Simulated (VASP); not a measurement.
## BaHfO3: single point with PBE

BaHfO3:

```
CELL_PARAMETERS angstrom
4.16957 0.00000 0.00000
0.00000 4.16957 0.00000
0.00000 0.00000 4.17038
ATOMIC_POSITIONS crystal
Ba 0.50000 0.50000 0.99642
Hf 0.00000 0.00000 0.49788
O 0.00000 0.50000 0.49889
O 0.50000 0.00000 0.49889
O 0.00000 0.00000 0.99794
```

```json
{"Program": "VASP 6.6.1", "Task": "single point", "Functional": "PBE", "Potentials or basis": "VASP PAW PBE potentials, release 64 (Ba_sv, Hf_pv, O)", "Cutoff": "520 eV", "k mesh": "6 × 6 × 6", "Occupations": "gaussian, width 0.02 eV", "Spin": "no spin polarisation", "Dipole correction": "no", "Further INCAR settings": "ALGO = Normal; EDIFF = 1e-07; NBANDS = 27"}
```

The pressure is 3.7 GPa. The largest force is 0.025 eV/Å. The band gap on the k mesh is 3.59 eV, indirect (least direct gap 3.80 eV).

Forces on the atoms (eV/Å):
```
Ba   0.000  0.000  0.025
Hf   0.000  0.000 -0.016
O    0.000  0.000 -0.014
O    0.000  0.000 -0.014
O    0.000  0.000  0.020
```

Levels at points of the mesh, in eV from the valence-band top:
```
           k point  band 16  band 17  band 18  band 19  band 20  band 21  band 22  band 23
(0.00, 0.00, 0.00)    -0.98    -0.21    -0.21    -0.21     3.59     3.59     3.59     4.70
(0.50, 0.00, 0.00)    -1.73    -1.69    -0.52    -0.52     4.15     6.38     6.38     6.51
(0.50, 0.50, 0.00)    -1.01    -0.92    -0.92    -0.08     6.27     6.27     6.61     6.93
(0.00, 0.00, 0.50)    -1.72    -1.69    -0.52    -0.52     4.15     6.38     6.38     6.51
(0.50, 0.00, 0.50)    -1.01    -0.92    -0.92    -0.08     6.27     6.27     6.61     6.93
(0.50, 0.50, 0.50)    -2.52     0.00     0.00     0.00     6.04     6.04     6.04     7.85
```

It took 27 s on 1 thread of Intel(R) Xeon(R) 6975P-C (Granite Rapids), on a shared host, peak memory 0.23 GiB.

Caveat: spin-orbit coupling is left out, which moves the levels of the heavy elements. A k mesh can miss the band edges.
